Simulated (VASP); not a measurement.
# Cu (Fm-3m) in VASP: further runs

Cu is run at these levels: LDA; tasks: single point.

Program: VASP 6.6.1. These are calculated values, not measurements. Logs are shortened: lines on timing, memory, paths and dates and some standing lists are left out, and cuts for length are marked.

## (1) The cell of the first run

The structure is cubic, space group Fm-3m (No. 225). Conventional cell: a = 3.520 Å, b = 3.520 Å, c = 3.520 Å, α = 90.00°, β = 90.00°, γ = 90.00°. Within 3.3 Å of Cu (site symmetry m-3m) lie 12 Cu at 2.49 Å.

## (2) Single point, LDA

Contents of INCAR:

```
SYSTEM = Cu
PREC = Accurate ; ENCUT = 520
EDIFF = 1E-7 ; ISMEAR = 0
SIGMA = 0.1 ; LREAL = .False.
LASPH = .True. ; NELM = 100
ALGO = Fast ; ISIF = 2
LWAVE = .False. ; LCHARG = .False.
NBANDS = 12
```

Contents of KPOINTS:

```
regular mesh
0
Gamma
  10 10 10
  0 0 0
```

Contents of POSCAR:

```
Cu
1.0
    0.0000000000      1.7598111927      1.7598111927
    1.7598111927      0.0000000000      1.7598111927
    1.7598111927      1.7598111927      0.0000000000
Cu
1
Direct
    0.0000000000      0.0000000000      0.0000000000
```

Potentials or basis: VASP PAW LDA potentials, release 64 (Cu).

Launch:

```
$ cat potpaw_LDA.64/Cu/POTCAR > POTCAR
$ mpirun -np 1 vasp_std > vasp.out
```

OUTCAR:

```text
SYSTEM = Cu
   PREC = Accurate
   ENCUT = 520
   EDIFF = 1E-7
   ISMEAR = 0
   LREAL = .False.
   LASPH = .True.
   NELM = 100
   ISIF = 2

 ion  position               nearest neighbor table
   1  0.000  0.000  0.000-

  LATTYP: Found a face centered cubic cell.
 ALAT       =     3.5196223854

  Lattice vectors:

 A1 = (   0.0000000000,   1.7598111927,   1.7598111927)
 A2 = (   1.7598111927,   0.0000000000,   1.7598111927)
 A3 = (   1.7598111927,   1.7598111927,   0.0000000000)

Analysis of symmetry for initial positions (statically):
=====================================================================
 Subroutine PRICEL returns:
 Original cell was already a primitive cell.

 Routine SETGRP: Setting up the symmetry group for a
 face centered cubic supercell.

 Subroutine GETGRP returns: Found 48 space group operations
 (whereof 48 operations were pure point group operations)
 out of a pool of 48 trial point group operations.

The static configuration has the point symmetry O_h .

Analysis of symmetry for dynamics (positions and initial velocities):
=====================================================================
 Subroutine PRICEL returns:
 Original cell was already a primitive cell.

 Routine SETGRP: Setting up the symmetry group for a
 face centered cubic supercell.

 Subroutine GETGRP returns: Found 48 space group operations
 (whereof 48 operations were pure point group operations)
 out of a pool of 48 trial point group operations.

The dynamic configuration has the point symmetry O_h .

 Subroutine INISYM returns: Found 48 space group operations
 (whereof 48 operations are pure point group operations),
 and found     1 'primitive' translations

----------------------------------------------------------------------------------------

                                     Primitive cell

  volume of cell :      10.9000

  direct lattice vectors                    reciprocal lattice vectors
     0.000000000  1.759811193  1.759811193    -0.284121389  0.284121389  0.284121389
     1.759811193  0.000000000  1.759811193     0.284121389 -0.284121389  0.284121389
     1.759811193  1.759811193  0.000000000     0.284121389  0.284121389 -0.284121389

  length of vectors
     2.488748856  2.488748856  2.488748856     0.492112681  0.492112681  0.492112681

  position of ions in fractional coordinates (direct lattice)
     0.000000000  0.000000000  0.000000000

  ion indices of the primitive-cell ions
   primitive index   ion index
                 1           1

[... 83 lines left out ...]
   NUPDOWN=      -1.0000    fix difference up-down
   EMIN   =  10.00;   EMAX   =-10.00  energy-range for DOS
   EFERMI =   0.00;   METHOD = LEGACY
   ISMEAR =     0;   SIGMA  =   0.10  broadening in eV -4-tet -1-fermi 0-gaus
   EFERMI_NEDOS =   21; number of points for ismear=-14 and -15
   IALGO  =     68    algorithm
   IMIX   =      4    mixing-type and parameters
     AMIX     =   0.40;   BMIX     =  1.00
     AMIX_MAG =   1.60;   BMIX_MAG =  1.00
  volume/ion in A,a.u.               =      10.90        73.56
  Fermi-wavevector in a.u.,A,eV,Ry     =   1.642088  3.103096 36.687452  2.696452
  Thomas-Fermi vector in A             =   2.732449
   LORBIT       =      0    0 simple, 1 ext, 2 COOP (PROOUT), +10 PAW based schemes
   GGA     = CA    functional components
   LHFCALC =     F    Hartree Fock is set to
   AEXX    =    0.0000 exact exchange contribution
   IVDW    =     0    specifies the selected vdW correction
   LEPSILON=     F    determine dielectric tensor
   LRPA    =     F    only Hartree local field effects (RPA)
 non-spin polarized calculation
 RMM-DIIS sequential band-by-band and
 Gauss-broadening in eV      SIGMA  =   0.10
  energy-cutoff  :      520.00
  volume of cell :       10.90
 maximum number of plane-waves:       303
   NGX =  9   NGY =  9   NGZ =  9

 number of electron      10.9999999 magnetization

 Free energy of the ion-electron system (eV)
  ---------------------------------------------------
  ext. energy  EPLUGINS =         0.00000000
  ---------------------------------------------------
  free energy    TOTEN  =        -4.69349521 eV

  energy without entropy =       -4.68996792  energy(sigma->0) =       -4.69173156

 E-fermi :   8.2569     XC(G=0): -13.5793

 val. band max:        8.2060932362   @ k =   0.5000   0.1000   0.0000
 cond. band min:       8.5177034538   @ k =   0.5000   0.3000   0.1000
 fundamental gap:      0.3116102176
 Fermi energy:         8.2569473117

 k-point     1 :       0.0000    0.0000    0.0000
  band No.  band energies     occupation
      1      -1.5885      2.00000
      2       5.0472      2.00000
      3       5.0472      2.00000
      4       5.0472      2.00000
      5       5.9957      2.00000
      6       5.9957      2.00000
      7      31.7000      0.00000
      8      34.8122      0.00000
      9      34.8122      0.00000
     10      34.8122      0.00000
     11      37.4263      0.00000
     12      37.4263      0.00000
[... 331 lines left out ...]
 k-point    24 :       0.4000    0.3000    0.0000
  band No.  band energies     occupation
      1       2.9093      2.00000
      2       3.8387      2.00000
      3       5.6485      2.00000
      4       6.1444      2.00000
      5       6.6030      2.00000
      6       7.2552      2.00000
      7      21.1157      0.00000
      8      22.0685      0.00000
      9      24.0185      0.00000
     10      28.3837      0.00000
     11      32.4412      0.00000
     12      47.5712      0.00000

 [... further k-points ...]

------------------------ aborting loop because EDIFF is reached ----------------------------------------

  FORCE on cell =-STRESS in cart. coord.  units (eV):
  Direction    XX          YY          ZZ          XY          YZ          ZX
  --------------------------------------------------------------------------------------
  -------------------------------------------------------------------------------------
  Total        0.0666760      0.0666760      0.0666760     -0.0000000     -0.0000000     -0.0000000
  in kB        9.8005892      9.8005892      9.8005892     -0.0000000     -0.0000000     -0.0000000
  external PRESSURE =       9.8005892 kB  Pullay stress =       0.0000000 kB

 VOLUME and BASIS-vectors are now :
 -----------------------------------------------------------------------------
  energy-cutoff  :      520.00
  volume of cell :       10.90
      direct lattice vectors                 reciprocal lattice vectors
     0.000000000  1.759811193  1.759811193    -0.284121389  0.284121389  0.284121389
     1.759811193  0.000000000  1.759811193     0.284121389 -0.284121389  0.284121389
     1.759811193  1.759811193  0.000000000     0.284121389  0.284121389 -0.284121389

 POSITION                                       TOTAL-FORCE (eV/Angst)
 -----------------------------------------------------------------------------------
      0.00000      0.00000      0.00000         0.000000      0.000000      0.000000
 -----------------------------------------------------------------------------------
    total drift:                                0.000000      0.000000      0.000000

  FREE ENERGIE OF THE ION-ELECTRON SYSTEM (eV)
  ---------------------------------------------------
  free  energy   TOTEN  =        -4.6934952126 eV

  energy  without entropy=       -4.6899679163  energy(sigma->0) =       -4.69173156
```

Wall time 8.5 s (1 thread of Intel Xeon 6975P-C, shared host); peak memory 0.11 GiB.

What came out:

```yaml
Free_energy: -4.6935 eV
Pressure: 1.0 GPa
```

Levels at points of the mesh, in eV from the Fermi level:
| k point | band 3 | band 4 | band 5 | band 6 | band 7 | band 8 | band 9 | band 10 |
| --- | --- | --- | --- | --- | --- | --- | --- | --- |
| (0.00, 0.00, 0.00) | -3.21 | -3.21 | -2.26 | -2.26 | 23.44 | 26.56 | 26.56 | 26.56 |
| (0.50, 0.00, 0.00) | -3.24 | -1.62 | -1.62 | -1.09 | 4.27 | 21.92 | 23.32 | 23.32 |
| (0.50, 0.50, 0.00) | -1.63 | -1.46 | -1.46 | 1.56 | 7.82 | 13.77 | 13.77 | 18.61 |

## (3) Single point, LDA

Contents of INCAR:

```
PREC     = Accurate       # precision mode
ENCUT    = 520            # plane-wave cutoff, eV
EDIFF    = 1E-6           # SCF threshold, eV
ISMEAR   = 0              # smearing method
SIGMA    = 0.1            # smearing width, eV
LREAL    = False          # projectors in reciprocal space
LASPH    = True           # aspherical terms in the spheres
NELM     = 60             # most SCF steps
ALGO     = Normal         # electronic algorithm
ISIF     = 2              # what is computed and relaxed
LWAVE    = False          # write WAVECAR
LCHARG   = True           # write CHGCAR
LELF     = True           # ELF
LVHAR    = True         
NBANDS   = 12             # bands
```

Contents of KPOINTS:

```
Automatic mesh
0
Gamma
  18 18 18
```

Contents of POSCAR:

```
Cu
1.0
    0.0000000000      1.7592131580      1.7592131580
    1.7592131580      0.0000000000      1.7592131580
    1.7592131580      1.7592131580      0.0000000000
Cu
1
Direct
    0.0000000000      0.0000000000      0.0000000000
```

Potentials or basis: VASP PAW LDA potentials, release 64 (Cu).

Launch:

```
$ cat potpaw_LDA.64/Cu/POTCAR > POTCAR
$ mpirun -np 1 vasp_std > vasp.out
```

Run time: 20 s. Hardware: 1 thread of Intel Xeon 6975P-C, shared host; peak memory 0.14 GiB.

The run converged. Its results:

* Free energy: -4.7081 eV
* Pressure: 0.9 GPa

Levels at points of the mesh, in eV from the Fermi level:
```csv
k point,band 4,band 5,band 6,band 7,band 8,band 9
"(0.00, 0.00, 0.00)",-3.30,-2.35,-2.35,23.35,26.47,26.47
"(0.50, 0.00, 0.00)",-1.71,-1.71,-1.19,4.18,21.83,23.23
"(0.50, 0.50, 0.00)",-1.55,-1.55,1.46,7.73,13.67,13.67
```
